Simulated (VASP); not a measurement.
# Ba2SnF6 (Fm-3m) in VASP: further runs

Runs on Ba2SnF6. Level: PBE. Tasks: single point, relaxation of cell and atoms.

Program: VASP 6.6.1. These are calculated values, not measurements. Logs are shortened: lines on timing, memory, paths and dates and some standing lists are left out, and cuts for length are marked.

**1. The cell of the first run**

The structure is cubic, space group Fm-3m (No. 225). The conventional cell has a = 8.704 Å, b = 8.704 Å, c = 8.704 Å, α = 90.00°, β = 90.00°, γ = 90.00°. Ba (site symmetry -43m) has 12 F at 3.08 Å and 4 Sn at 3.77 Å within 4.1 Å. Within 3.0 Å of Sn (site symmetry m-3m) lie 6 F at 2.28 Å. Within 3.0 Å of F (site symmetry 4mm) lie 1 Sn at 2.28 Å and 4 F at 2.93 Å.

**2. Single point, PBE**

Input file INCAR:

```
ALGO = Normal
EDIFF = 1E-6
ENCUT = 520
GGA = PE
ISIF = 2
ISMEAR = 0
LASPH = T
LCHARG = F
LREAL = F
LWAVE = F
NBANDS = 48
NELM = 100
PREC = Accurate
SIGMA = 0.02
```

Input file KPOINTS:

```
k-points
0
Gamma
  6 6 6
```

Input file POSCAR:

```
Ba2SnF6
1.0
    0.0000000000      4.3517828661      4.3517828661
    4.3517828661      0.0000000000      4.3517828661
    4.3517828661      4.3517828661      0.0000000000
Ba Sn F
2 1 6
Direct
    0.2500000000      0.2500000000      0.2500000000
    0.7500000000      0.7500000000      0.7500000000
    0.0000000000      0.0000000000      0.0000000000
    0.7384008786      0.2615991214      0.2615991214
    0.2615991214      0.7384008786      0.2615991214
    0.2615991214      0.2615991214      0.7384008786
    0.2615991214      0.7384008786      0.7384008786
    0.7384008786      0.2615991214      0.7384008786
    0.7384008786      0.7384008786      0.2615991214
```

Potentials or basis: VASP PAW PBE potentials, release 64 (Ba_sv, Sn_d, F).

The run is started by

```console
cat potpaw_PBE.64/Ba_sv/POTCAR potpaw_PBE.64/Sn_d/POTCAR potpaw_PBE.64/F/POTCAR > POTCAR
mpirun -np 1 vasp_std > vasp.out
```

OUTCAR:

```text
EDIFF = 1E-6
   ENCUT = 520
   GGA = PE
   ISIF = 2
   ISMEAR = 0
   LASPH = T
   LREAL = F
   NELM = 100
   PREC = Accurate

 ion  position               nearest neighbor table
   1  0.250  0.250  0.250-   4 3.08   5 3.08   6 3.08   6 3.08   7 3.08   8 3.08   5 3.08   7 3.08
                             9 3.08   4 3.08   8 3.08   9 3.08   3 3.77   3 3.77   3 3.77   3 3.77
   2  0.750  0.750  0.750-   5 3.08   6 3.08   7 3.08   4 3.08   6 3.08   8 3.08   4 3.08   5 3.08
                             9 3.08   7 3.08   8 3.08   9 3.08   3 3.77   3 3.77   3 3.77   3 3.77
   3  0.000  0.000  0.000-   4 2.28   5 2.28   6 2.28   7 2.28   8 2.28   9 2.28   1 3.77   2 3.77
                             2 3.77   2 3.77   2 3.77   1 3.77   1 3.77   1 3.77
   4  0.738  0.262  0.262-   3 2.28   1 3.08   1 3.08   2 3.08   2 3.08
   5  0.262  0.738  0.262-   3 2.28   1 3.08   1 3.08   2 3.08   2 3.08
   6  0.262  0.262  0.738-   3 2.28   1 3.08   1 3.08   2 3.08   2 3.08
   7  0.262  0.738  0.738-   3 2.28   1 3.08   2 3.08   1 3.08   2 3.08
   8  0.738  0.262  0.738-   3 2.28   1 3.08   2 3.08   1 3.08   2 3.08
   9  0.738  0.738  0.262-   3 2.28   1 3.08   2 3.08   1 3.08   2 3.08

  LATTYP: Found a face centered cubic cell.
 ALAT       =     8.7035657322

  Lattice vectors:

 A1 = (   0.0000000000,   4.3517828661,   4.3517828661)
 A2 = (   4.3517828661,   0.0000000000,   4.3517828661)
 A3 = (   4.3517828661,   4.3517828661,   0.0000000000)

Analysis of symmetry for initial positions (statically):
=====================================================================
 Subroutine PRICEL returns:
 Original cell was already a primitive cell.

 Routine SETGRP: Setting up the symmetry group for a
 face centered cubic supercell.

 Subroutine GETGRP returns: Found 48 space group operations
 (whereof 48 operations were pure point group operations)
 out of a pool of 48 trial point group operations.

The static configuration has the point symmetry O_h .

Analysis of symmetry for dynamics (positions and initial velocities):
=====================================================================
 Subroutine PRICEL returns:
 Original cell was already a primitive cell.

 Routine SETGRP: Setting up the symmetry group for a
 face centered cubic supercell.

 Subroutine GETGRP returns: Found 48 space group operations
 (whereof 48 operations were pure point group operations)
 out of a pool of 48 trial point group operations.

The dynamic configuration has the point symmetry O_h .

 Subroutine INISYM returns: Found 48 space group operations
 (whereof 48 operations are pure point group operations),
 and found     1 'primitive' translations

----------------------------------------------------------------------------------------

                                     Primitive cell

  volume of cell :     164.8283

  direct lattice vectors                    reciprocal lattice vectors
     0.000000000  4.351782866  4.351782866    -0.114895438  0.114895438  0.114895438
     4.351782866  0.000000000  4.351782866     0.114895438 -0.114895438  0.114895438
     4.351782866  4.351782866  0.000000000     0.114895438  0.114895438 -0.114895438

  length of vectors
     6.154350350  6.154350350  6.154350350     0.199004737  0.199004737  0.199004737

  position of ions in fractional coordinates (direct lattice)
     0.250000000  0.250000000  0.250000000
     0.750000000  0.750000000  0.750000000
     0.000000000  0.000000000  0.000000000
     0.738400879  0.261599121  0.261599121
     0.261599121  0.738400879  0.261599121
     0.261599121  0.261599121  0.738400879
     0.261599121  0.738400879  0.738400879
     0.738400879  0.261599121  0.738400879
     0.738400879  0.738400879  0.261599121

  ion indices of the primitive-cell ions
   primitive index   ion index
                 1           1
                 2           2
                 3           3
                 4           4
                 5           5
                 6           6
                 7           7
                 8           8
                 9           9

----------------------------------------------------------------------------------------

 KPOINTS: k-points

Automatic generation of k-mesh.
 Grid dimensions read from file:
 generate k-points for:    6    6    6

 Generating k-lattice:

  Cartesian coordinates                     Fractional coordinates (reciprocal lattice)
    -0.019149240  0.019149240  0.019149240     0.166666667  0.000000000  0.000000000
     0.019149240 -0.019149240  0.019149240     0.000000000  0.166666667  0.000000000
     0.019149240  0.019149240 -0.019149240     0.000000000  0.000000000  0.166666667

  Length of vectors
     0.033167456  0.033167456  0.033167456

  Shift w.r.t. Gamma in fractional coordinates (k-lattice)
     0.000000000  0.000000000  0.000000000

 Subroutine IBZKPT returns following result:
 ===========================================

 Found     16 irreducible k-points:

 Following reciprocal coordinates:
            Coordinates               Weight
  0.000000  0.000000  0.000000      1.000000
  0.166667  0.000000  0.000000      8.000000
  0.333333  0.000000  0.000000      8.000000
  0.500000  0.000000  0.000000      4.000000
  0.166667  0.166667  0.000000      6.000000
  0.333333  0.166667  0.000000     24.000000
[... 8 lines left out ...]
 -0.333333  0.333333  0.166667     24.000000
 -0.333333  0.500000  0.166667     12.000000
   k-points           NKPTS =     16   k-points in BZ     NKDIM =     16   number of bands    NBANDS=     48
   number of dos      NEDOS =    301   number of ions     NIONS =      9
   total plane-waves  NPLWV = 110592
   dimension x,y,z NGX =    48 NGY =   48 NGZ =   48
   dimension x,y,z NGXF=    96 NGYF=   96 NGZF=   96
   ions per type =               2   1   6
   NGX,Y,Z   is equivalent  to a cutoff of  12.97, 12.97, 12.97 a.u.
   NGXF,Y,Z  is equivalent  to a cutoff of  25.93, 25.93, 25.93 a.u.
 SYSTEM =  unknown system
   PREC   = accura    normal or accurate (medium, high low for compatibility)
   ISTART =      0    job   : 0-new  1-cont  2-samecut
   ICHARG =      2    charge: 1-file 2-atom 10-const
   ISPIN  =      1    spin polarized calculation?
   LNONCOLLINEAR =      F non collinear calculations
   LSORBIT =      F    spin-orbit coupling
   LASPH  =      T    aspherical Exc in radial PAW
   ENCUT  =  520.0 eV  38.22 Ry    6.18 a.u.  11.44 11.44 11.44*2*pi/ulx,y,z
   NELM   =    100;   NELMIN=  2; NELMDL= -5     # of ELM steps
   EDIFF  = 0.1E-05   stopping-criterion for ELM
   LREAL  =      F    real-space projection
   EDIFFG = 0.1E-04   stopping-criterion for IOM
   NSW    =      0    number of steps for IOM
   IBRION =     -1    ionic relax: 0-MD 1-quasi-New 2-CG
   NFREE  =      0    steps in history (QN), initial steepest desc. (CG)
   ISIF   =      2    stress and relaxation
   ISYM   =      2    0-nonsym 1-usesym 2-fastsym
   POTIM  = 0.5000    time-step for ionic-motion
   TEBEG  =    0.0;   TEEND  =   0.0 temperature during run
   PSTRESS=    0.0 pullay stress
   NELECT =      76.0000    total number of electrons
   NUPDOWN=      -1.0000    fix difference up-down
   EMIN   =  10.00;   EMAX   =-10.00  energy-range for DOS
   EFERMI =   0.00;   METHOD = LEGACY
   ISMEAR =     0;   SIGMA  =   0.02  broadening in eV -4-tet -1-fermi 0-gaus
   EFERMI_NEDOS =   21; number of points for ismear=-14 and -15
   IALGO  =     38    algorithm
   IMIX   =      4    mixing-type and parameters
     AMIX     =   0.40;   BMIX     =  1.00
     AMIX_MAG =   1.60;   BMIX_MAG =  1.00
  volume/ion in A,a.u.               =      18.31       123.59
  Fermi-wavevector in a.u.,A,eV,Ry     =   1.264743  2.390017 21.763523  1.599574
  Thomas-Fermi vector in A             =   2.398032
   LORBIT       =      0    0 simple, 1 ext, 2 COOP (PROOUT), +10 PAW based schemes
   GGA     = PE    functional components
   LHFCALC =     F    Hartree Fock is set to
   AEXX    =    0.0000 exact exchange contribution
   IVDW    =     0    specifies the selected vdW correction
   LEPSILON=     F    determine dielectric tensor
   LRPA    =     F    only Hartree local field effects (RPA)
 non-spin polarized calculation
 Gauss-broadening in eV      SIGMA  =   0.02
  energy-cutoff  :      520.00
  volume of cell :      164.83
 maximum number of plane-waves:      4477
 NGX is ok and might be reduce to    48
   NGX = 23   NGY = 23   NGZ = 23

 number of electron      75.9999950 magnetization

 Free energy of the ion-electron system (eV)
  ---------------------------------------------------
  ext. energy  EPLUGINS =         0.00000000
  ---------------------------------------------------
  free energy    TOTEN  =       -45.32826981 eV

  energy without entropy =      -45.32826981  energy(sigma->0) =      -45.32826981

 E-fermi :   3.0835     XC(G=0):  -9.2489

 val. band max:        2.9623965933   @ k =  -0.3333   0.5000   0.1667
 cond. band min:       5.2512362762   @ k =   0.0000   0.0000   0.0000
 fundamental gap:      2.2888396829
 Fermi energy:         3.0835330011

 k-point     1 :       0.0000    0.0000    0.0000
  band No.  band energies     occupation
      1     -25.3419      2.00000
      2     -25.2658      2.00000
      3     -20.1531      2.00000
      4     -20.0169      2.00000
      5     -20.0169      2.00000
      6     -19.9042      2.00000
[... 40 lines left out ...]
     47       7.6132      0.00000
     48       9.0195      0.00000

 k-point     2 :       0.1667    0.0000    0.0000
  band No.  band energies     occupation
      1     -25.3355      2.00000
      2     -25.2697      2.00000
      3     -20.1435      2.00000
      4     -20.0362      2.00000
      5     -20.0362      2.00000
      6     -19.9279      2.00000
[... 706 lines left out ...]
 k-point    16 :      -0.3333    0.5000    0.1667
  band No.  band energies     occupation
      1     -25.3032      2.00000
      2     -25.2908      2.00000
      3     -20.1885      2.00000
      4     -20.0656      2.00000
      5     -20.0128      2.00000
      6     -19.9117      2.00000
[... 40 lines left out ...]
     47       8.0449      0.00000
     48       8.1646      0.00000

------------------------ aborting loop because EDIFF is reached ----------------------------------------

  FORCE on cell =-STRESS in cart. coord.  units (eV):
  Direction    XX          YY          ZZ          XY          YZ          ZX
  --------------------------------------------------------------------------------------
  -------------------------------------------------------------------------------------
  Total        0.2882474      0.2882474      0.2882474     -0.0000000     -0.0000000      0.0000000
  in kB        2.8018461      2.8018461      2.8018461     -0.0000000     -0.0000000      0.0000000
  external PRESSURE =       2.8018461 kB  Pullay stress =       0.0000000 kB

 VOLUME and BASIS-vectors are now :
 -----------------------------------------------------------------------------
  energy-cutoff  :      520.00
  volume of cell :      164.83
      direct lattice vectors                 reciprocal lattice vectors
     0.000000000  4.351782866  4.351782866    -0.114895438  0.114895438  0.114895438
     4.351782866  0.000000000  4.351782866     0.114895438 -0.114895438  0.114895438
     4.351782866  4.351782866  0.000000000     0.114895438  0.114895438 -0.114895438

 POSITION                                       TOTAL-FORCE (eV/Angst)
 -----------------------------------------------------------------------------------
      2.17589      2.17589      2.17589        -0.000000      0.000000     -0.000000
      6.52767      6.52767      6.52767        -0.000000      0.000000     -0.000000
      0.00000      0.00000      0.00000        -0.000000      0.000000     -0.000000
      2.27685      4.35178      4.35178         0.006319      0.000000     -0.000000
      4.35178      2.27685      4.35178        -0.000000      0.006319     -0.000000
      4.35178      4.35178      2.27685        -0.000000      0.000000      0.006319
      6.42672      4.35178      4.35178        -0.006319      0.000000     -0.000000
      4.35178      6.42672      4.35178        -0.000000     -0.006319     -0.000000
      4.35178      4.35178      6.42672        -0.000000      0.000000     -0.006319
 -----------------------------------------------------------------------------------
    total drift:                               -0.000000     -0.000000     -0.000000

  FREE ENERGIE OF THE ION-ELECTRON SYSTEM (eV)
  ---------------------------------------------------
  free  energy   TOTEN  =       -45.3282698104 eV

  energy  without entropy=      -45.3282698104  energy(sigma->0) =      -45.32826981
```

Wall time 1.7 min (1 thread of Intel Xeon Platinum 8488C (Sapphire Rapids), shared host); peak memory 0.37 GiB.

What came out:

```yaml
Free_energy: -45.3283 eV
Pressure: 0.3 GPa
Largest_force: 0.006 eV/Å
Band_gap_on_the_k_mesh: 2.29 eV, indirect (least direct gap 2.91 eV)
```

Forces on the atoms (eV/Å):
```
Ba   0.000  0.000  0.000
Ba   0.000  0.000  0.000
Sn   0.000  0.000  0.000
F    0.006  0.000  0.000
F    0.000  0.006  0.000
F    0.000  0.000  0.006
F   -0.006  0.000  0.000
F    0.000 -0.006  0.000
F    0.000  0.000 -0.006
```

Caveat: spin-orbit coupling is left out, which moves the levels of the heavy elements.

**3. Relaxation of cell and atoms, PBE**

Input file INCAR:

```
PREC     = Accurate       # precision mode
ENCUT    = 600            # plane-wave cutoff, eV
EDIFF    = 1E-6           # SCF threshold, eV
ISMEAR   = 0              # smearing method
SIGMA    = 0.02           # smearing width, eV
LREAL    = F              # projectors in reciprocal space
LASPH    = T              # aspherical terms in the spheres
NELM     = 100            # most SCF steps
ALGO     = Normal         # electronic algorithm
ISIF     = 3              # what is computed and relaxed
LWAVE    = F              # write WAVECAR
LCHARG   = F              # write CHGCAR
GGA      = PE             # functional
IBRION   = 2              # ionic algorithm
NSW      = 100            # ionic steps
EDIFFG   = -0.01          # ionic threshold
```

Input file KPOINTS:

```
regular mesh
0
Gamma
  6 6 6
```

POSCAR is that of step 2.

Potentials or basis: VASP PAW PBE potentials, release 64 (Ba_sv, Sn_d, F).

The run is started by

```console
cat potpaw_PBE.64/Ba_sv/POTCAR potpaw_PBE.64/Sn_d/POTCAR potpaw_PBE.64/F/POTCAR > POTCAR
mpirun -np 1 vasp_std > vasp.out
```

Run time: 5.2 min. Hardware: 1 thread of Intel Xeon Platinum 8488C (Sapphire Rapids), shared host; peak memory 0.43 GiB.

It converged, with:

- Free energy: -45.3403 eV
- Relaxed volume: 18.40 Å³/atom
- Relaxed cell: a = 6.164 Å, b = 6.164 Å, c = 6.164 Å, α = 60.00°, β = 60.00°, γ = 60.00°
- Space group after relaxing (to 0.05 Å): Fm-3m (No. 225)
- Energy gained by relaxing: 0.1 meV/atom
- Ionic steps: 5
- Pressure after relaxing: 0.0 GPa
- Largest force after relaxing: 0.008 eV/Å
- Band gap on the k mesh: 2.30 eV, indirect (least direct gap 2.92 eV)

Forces in eV/Å, atoms in the order of the input:
```
Ba   0.000  0.000  0.000
Ba   0.000  0.000  0.000
Sn   0.000  0.000  0.000
F   -0.008  0.000  0.000
F    0.000 -0.008  0.000
F    0.000  0.000 -0.008
F    0.008  0.000  0.000
F    0.000  0.008  0.000
F    0.000  0.000  0.008
```

The path:
```tsv
step	energy change (eV)	largest force (eV/Å)	pressure (GPa)	volume (Å³)
1	0.0000	0.0042	0.21	164.83
2	-0.0004	0.0202	0.01	165.41
3	-0.0004	0.0203	0.01	165.42
4	-0.0005	0.0131	0.00	165.53
5	-0.0006	0.0081	0.00	165.60
```

Final structure:
```
Ba Sn F
1.0
     0.00000    4.35856    4.35856
     4.35856    0.00000    4.35856
     4.35856    4.35856    0.00000
Ba Sn F
2 1 6
Direct
  0.25000 0.25000 0.25000
  0.75000 0.75000 0.75000
  0.00000 0.00000 0.00000
  0.73856 0.26144 0.26144
  0.26144 0.73856 0.26144
  0.26144 0.26144 0.73856
  0.26144 0.73856 0.73856
  0.73856 0.26144 0.73856
  0.73856 0.73856 0.26144
```

Levels at points of the mesh, in eV from the valence-band top:
```csv
k point,band 35,band 36,band 37,band 38,band 39,band 40,band 41,band 42
"(0.00, 0.00, 0.00)",-3.78,-3.73,-3.73,-0.96,2.30,2.30,2.47,2.47
"(0.50, 0.00, 0.00)",-3.89,-3.75,-3.75,-0.18,3.21,3.21,3.27,3.88
"(0.50, 0.50, 0.00)",-4.09,-3.81,-3.73,0.00,2.93,3.25,3.96,4.01
```

Caveat: spin-orbit coupling is left out, which moves the levels of the heavy elements. A k mesh can miss the band edges.

(Part 1 of 2 ends here.)
